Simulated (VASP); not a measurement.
# Se: single point with PBEsol

The system is Se.

```
CELL_PARAMETERS angstrom
4.67624 0.00000 0.00000
-2.33812 4.04975 0.00000
0.00000 0.00000 3.13325
ATOMIC_POSITIONS crystal
Se 0.00000 0.00000 0.00000
Se 0.33333 0.66667 0.50000
Se 0.66667 0.33333 0.50000
```

```
Program             : VASP 6.6.1
Task                : single point
Functional          : PBEsol
Potentials or basis : VASP PAW PBE potentials, release 64 (Se)
Cutoff              : 520 eV
k mesh              : 9 × 9 × 11
Occupations         : fermi-dirac, width 0.1 eV
Spin                : no spin polarisation
```

The pressure is 0.1 GPa and the band gap on the k mesh is zero (band 9 reaches 8.07 eV, above the bottom of band 10 at 3.78 eV).

Stress tensor (GPa, compression positive):
```
-0.27  0.00  0.00
 0.00 -0.27  0.00
 0.00  0.00  0.70
```

Levels at points of the mesh, in eV from the Fermi level:
| k point | band 6 | band 7 | band 8 | band 9 | band 10 | band 11 | band 12 | band 13 |
| --- | --- | --- | --- | --- | --- | --- | --- | --- |
| (0.00, 0.00, 0.00) | -4.53 | -4.53 | -1.60 | 2.30 | 2.45 | 3.48 | 3.48 | 4.79 |

Wall time 44 s on 1 thread of Intel Xeon 6975P-C (shared host), peak memory 0.21 GiB.

Caveat: the PAW data sets were made with another functional, which shifts forces and pressure a little.
